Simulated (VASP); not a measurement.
# PbO (P4/nmm) in VASP: further runs, part 2 of 2

VASP 6.6.1. Earlier steps stand in the parts before.

**3. Single point, PBEsol (strain -0.030 along x and y, +0.030 along z)**

Input file INCAR:

```
SYSTEM = PbO
PREC = Accurate ; ENCUT = 520
EDIFF = 1E-6 ; ISMEAR = 0
SIGMA = 0.05 ; LREAL = .FALSE.
LASPH = .TRUE. ; NELM = 100
ALGO = Normal ; ISIF = 2
LWAVE = .FALSE. ; LCHARG = .FALSE.
GGA = PS ; NBANDS = 28
```

Input file KPOINTS:

```
regular mesh
0
G
  8 8 6
  0 0 0
```

Input file POSCAR:

```
PbO
1.0
    3.8551680000      0.0000000000      0.0000000000
    0.0000000000      3.8551680000      0.0000000000
    0.0000000000      0.0000000000      5.1726600000
Pb O
2 2
Direct
    0.0000000000      0.5000000000      0.2351000000
    0.5000000000      0.0000000000      0.7649000000
    0.0000000000      0.0000000000      0.0000000000
    0.5000000000      0.5000000000      0.0000000000
```

Potentials or basis: VASP PAW PBE potentials, release 64 (Pb_d, O).

Started as:

```
$ cat potpaw_PBE.64/Pb_d/POTCAR potpaw_PBE.64/O/POTCAR > POTCAR
$ mpirun -np 1 vasp_std > vasp.out
```

It took 3.4 min on 1 thread of AMD EPYC 7R13, shared host; peak memory 0.22 GiB.

Results (log left out):

```yaml
Free_energy: -22.7904 eV
Pressure: 4.6 GPa
Largest_force: 0.353 eV/Å
Band_gap_on_the_k_mesh: 0.98 eV, indirect (least direct gap 2.19 eV)
```

Forces in eV/Å, atoms in the order of the input:
```
Pb   0.000  0.000  0.353
Pb   0.000  0.000 -0.353
O    0.000  0.000  0.000
O    0.000  0.000  0.000
```

Stress tensor (GPa, compression positive):
```
5.81 0.00 0.00
0.00 5.81 0.00
0.00 0.00 2.14
```

Levels at points of the mesh, in eV from the valence-band top:
| k point | band 17 | band 18 | band 19 | band 20 | band 21 | band 22 | band 23 | band 24 |
| --- | --- | --- | --- | --- | --- | --- | --- | --- |
| (0.00, 0.00, 0.00) | -2.05 | -1.84 | -1.84 | 0.00 | 2.32 | 5.11 | 5.73 | 5.73 |
| (0.50, 0.00, 0.00) | -3.32 | -3.32 | -2.06 | -2.06 | 3.13 | 3.13 | 6.53 | 6.53 |
| (0.50, 0.50, 0.00) | -2.00 | -2.00 | -1.21 | -1.21 | 0.98 | 0.98 | 4.91 | 4.91 |
| (0.00, 0.00, 0.50) | -2.07 | -1.87 | -1.87 | -1.54 | 2.09 | 4.01 | 4.01 | 4.53 |
| (0.50, 0.00, 0.50) | -3.30 | -3.30 | -1.34 | -1.34 | 2.77 | 2.77 | 6.51 | 6.51 |
| (0.50, 0.50, 0.50) | -2.48 | -2.48 | -1.21 | -1.21 | 3.17 | 3.17 | 4.35 | 4.35 |

Caveat: the cell differs from its parent crystal (strain -0.030 along x and y, +0.030 along z); the PAW data sets were made with another functional, which shifts forces and pressure a little; spin-orbit coupling is left out, which moves the levels of the heavy elements.

**4. Single point, PBEsol (strain +0.000 along x and y, -0.030 along z)**

Input file INCAR:

```
SYSTEM = PbO
ALGO = Normal
EDIFF = 1E-6
ENCUT = 520
GGA = PS
ISIF = 2
ISMEAR = 0
LASPH = .TRUE.
LCHARG = .TRUE.
LELF = .TRUE.
LREAL = .FALSE.
LVHAR = .TRUE.
LWAVE = .FALSE.
NBANDS = 28
NELM = 60
PREC = Accurate
SIGMA = 0.05
```

Input file KPOINTS:

```
k-points
0
G
  8 8 6
  0 0 0
```

Input file POSCAR:

```
PbO
1.0
    3.9744000000      0.0000000000      0.0000000000
    0.0000000000      3.9744000000      0.0000000000
    0.0000000000      0.0000000000      4.8713400000
Pb O
2 2
Direct
    0.0000000000      0.5000000000      0.2351000000
    0.5000000000      0.0000000000      0.7649000000
    0.0000000000      0.0000000000      0.0000000000
    0.5000000000      0.5000000000      0.0000000000
```

Started as:

```
$ cat potpaw_PBE.64/Pb_d/POTCAR potpaw_PBE.64/O/POTCAR > POTCAR
$ mpirun -np 1 vasp_std > vasp.out
```

It took 2.8 min on 1 thread of AMD EPYC 7R13, shared host; peak memory 0.22 GiB.

Results (log left out):

* Free energy: -22.8332 eV
* Pressure: 3.5 GPa
* Largest force: 0.695 eV/Å
* Band gap on the k mesh: 1.21 eV, indirect (least direct gap 2.23 eV)

Forces in eV/Å, atoms in the order of the input:
```
Pb   0.000  0.000  0.695
Pb   0.000  0.000 -0.695
O    0.000  0.000  0.000
O    0.000  0.000  0.000
```

Stress tensor (GPa, compression positive):
```
3.26 0.00 0.00
0.00 3.26 0.00
0.00 0.00 3.83
```

Levels at points of the mesh, in eV from the valence-band top:
| k point | band 17 | band 18 | band 19 | band 20 | band 21 | band 22 | band 23 | band 24 |
| --- | --- | --- | --- | --- | --- | --- | --- | --- |
| (0.00, 0.00, 0.00) | -1.89 | -1.89 | -1.79 | -0.05 | 2.38 | 5.52 | 5.74 | 5.74 |
| (0.50, 0.00, 0.00) | -3.26 | -3.26 | -1.65 | -1.65 | 3.51 | 3.51 | 6.63 | 6.63 |
| (0.50, 0.50, 0.00) | -1.55 | -1.55 | -1.21 | -1.21 | 1.21 | 1.21 | 5.41 | 5.41 |
| (0.00, 0.00, 0.50) | -1.91 | -1.91 | -1.84 | -0.83 | 1.71 | 4.00 | 4.00 | 4.11 |
| (0.50, 0.00, 0.50) | -3.21 | -3.21 | -0.95 | -0.95 | 3.17 | 3.17 | 6.37 | 6.37 |
| (0.50, 0.50, 0.50) | -2.24 | -2.24 | -1.21 | -1.21 | 3.57 | 3.57 | 4.93 | 4.93 |

Caveat: the cell differs from its parent crystal (strain +0.000 along x and y, -0.030 along z); the PAW data sets were made with another functional, which shifts forces and pressure a little; spin-orbit coupling is left out, which moves the levels of the heavy elements. A k mesh can miss the band edges.

**5. Single point, PBEsol (strain -0.015 along x and y, +0.000 along z)**

Input file INCAR:

```
PREC = Accurate ; ENCUT = 520
EDIFF = 1E-7 ; ISMEAR = 0
SIGMA = 0.05 ; LREAL = False
LASPH = True ; NELM = 80
ALGO = Normal ; ISIF = 2
LWAVE = False ; LCHARG = False
GGA = PS ; NBANDS = 28
```

Input file KPOINTS:

```
Automatic mesh
0
Gamma
  8 8 6
```

Input file POSCAR:

```
PbO
1.0
    3.9147840000      0.0000000000      0.0000000000
    0.0000000000      3.9147840000      0.0000000000
    0.0000000000      0.0000000000      5.0220000000
Pb O
2 2
Direct
    0.0000000000      0.5000000000      0.2351000000
    0.5000000000      0.0000000000      0.7649000000
    0.0000000000      0.0000000000      0.0000000000
    0.5000000000      0.5000000000      0.0000000000
```

Started as:

```
$ cat potpaw_PBE.64/Pb_d/POTCAR potpaw_PBE.64/O/POTCAR > POTCAR
$ mpirun -np 1 vasp_std > vasp.out
```

Run time: 87 s. Hardware: 1 thread of AMD EPYC 9R45 (Zen 5), shared host; peak memory 0.21 GiB.

It converged, with:

```
Free energy            : -22.8285 eV
Pressure               : 4.0 GPa
Largest force          : 0.544 eV/Å
Band gap on the k mesh : 1.10 eV, indirect (least direct gap 2.30 eV)
```

Forces in eV/Å, atoms in the order of the input:
```
Pb   0.000  0.000  0.544
Pb   0.000  0.000 -0.544
O    0.000  0.000  0.000
O    0.000  0.000  0.000
```

Stress tensor (GPa, compression positive):
```
4.46 0.00 0.00
0.00 4.46 0.00
0.00 0.00 3.11
```

Levels at points of the mesh, in eV from the valence-band top:
```tsv
k point	band 16	band 17	band 18	band 19	band 20	band 21	band 22	band 23	band 24	band 25
(0.00, 0.00, 0.00)	-4.63	-1.93	-1.88	-1.88	0.00	2.34	5.30	5.73	5.73	6.56
(0.50, 0.00, 0.00)	-3.54	-3.29	-3.29	-1.86	-1.86	3.33	3.33	6.57	6.57	6.82
(0.50, 0.50, 0.00)	-3.81	-1.78	-1.78	-1.22	-1.22	1.10	1.10	5.15	5.15	7.85
(0.00, 0.00, 0.50)	-4.32	-1.96	-1.90	-1.90	-1.18	1.89	4.00	4.00	4.32	8.65
(0.50, 0.00, 0.50)	-4.01	-3.27	-3.27	-1.15	-1.15	2.99	2.99	6.43	6.43	7.41
(0.50, 0.50, 0.50)	-4.25	-2.36	-2.36	-1.23	-1.23	3.36	3.36	4.65	4.65	5.76
```

Caveat: the cell differs from its parent crystal (strain -0.015 along x and y, +0.000 along z); the PAW data sets were made with another functional, which shifts forces and pressure a little; spin-orbit coupling is left out, which moves the levels of the heavy elements.

**6. Single point, PBEsol (strain +0.000 along x and y, -0.015 along z)**

Input file INCAR:

```
SYSTEM = PbO
ALGO = Normal
EDIFF = 1E-7
ENCUT = 520
GGA = PS
ISIF = 2
ISMEAR = 0
LASPH = .True.
LCHARG = .False.
LREAL = .False.
LWAVE = .False.
NBANDS = 28
NELM = 80
PREC = Accurate
SIGMA = 0.05
```

Input file KPOINTS:

```
k-points
0
Gamma
  8 8 6
  0 0 0
```

Input file POSCAR:

```
PbO
1.0
    3.9744000000      0.0000000000      0.0000000000
    0.0000000000      3.9744000000      0.0000000000
    0.0000000000      0.0000000000      4.9466700000
Pb O
2 2
Direct
    0.0000000000      0.5000000000      0.2351000000
    0.5000000000      0.0000000000      0.7649000000
    0.0000000000      0.0000000000      0.0000000000
    0.5000000000      0.5000000000      0.0000000000
```

Potentials or basis: VASP PAW PBE potentials, release 64 (Pb_d, O).

Started as:

```
$ cat potpaw_PBE.64/Pb_d/POTCAR potpaw_PBE.64/O/POTCAR > POTCAR
$ mpirun -np 1 vasp_std > vasp.out
```

Run time: 87 s. Hardware: 1 thread of AMD EPYC 9R45 (Zen 5), shared host; peak memory 0.22 GiB.

It converged, with:

- Free energy: -22.8574 eV
- Pressure: 2.2 GPa
- Largest force: 0.427 eV/Å
- Band gap on the k mesh: 1.20 eV, indirect (least direct gap 2.23 eV)

Forces on the atoms (eV/Å):
```
Pb   0.000  0.000  0.427
Pb   0.000  0.000 -0.427
O    0.000  0.000  0.000
O    0.000  0.000  0.000
```

Stress tensor (GPa, compression positive):
```
2.11 0.00 0.00
0.00 2.11 0.00
0.00 0.00 2.36
```

Levels at points of the mesh, in eV from the valence-band top:
```
           k point  band 18  band 19  band 20  band 21  band 22  band 23
(0.00, 0.00, 0.00)    -1.80    -1.77    -0.03     2.34     5.43     5.70
(0.50, 0.00, 0.00)    -3.17    -1.66    -1.66     3.43     3.43     6.56
(0.50, 0.50, 0.00)    -1.61    -1.14    -1.14     1.20     1.20     5.31
(0.00, 0.00, 0.50)    -1.83    -1.81    -0.89     1.78     4.00     4.00
(0.50, 0.00, 0.50)    -3.13    -0.98    -0.98     3.10     3.10     6.35
(0.50, 0.50, 0.50)    -2.24    -1.15    -1.15     3.51     3.51     4.80
```

Caveat: the cell differs from its parent crystal (strain +0.000 along x and y, -0.015 along z); the PAW data sets were made with another functional, which shifts forces and pressure a little; spin-orbit coupling is left out, which moves the levels of the heavy elements.

**7. Overview**

```csv
cell,gap on the mesh (eV),pressure (GPa),largest force (eV/Å)
"a = 3.915, b = 3.915, c = 4.947 Å, 4 atoms",1.10,5.4,0.83
"a = 3.855, b = 3.855, c = 5.173 Å, 4 atoms",0.98,4.6,0.35
"a = 3.974, b = 3.974, c = 4.871 Å, 4 atoms",1.21,3.5,0.69
"a = 3.915, b = 3.915, c = 5.022 Å, 4 atoms",1.10,4.0,0.54
"a = 3.974, b = 3.974, c = 4.947 Å, 4 atoms",1.20,2.2,0.43
```

Alike in all rows: task single point; level PBEsol; potentials or basis VASP PAW PBE potentials, release 64 (Pb_d, O); no spin polarisation; k mesh 8 × 8 × 6; cutoff (eV) 520; smearing gaussian 0.05 eV.

Caveats: the PAW data sets were made with another functional, which shifts forces and pressure a little; spin-orbit coupling is left out, which moves the levels of the heavy elements.

Total energies depend on the potentials used, so only differences within one code and one set of settings carry meaning.
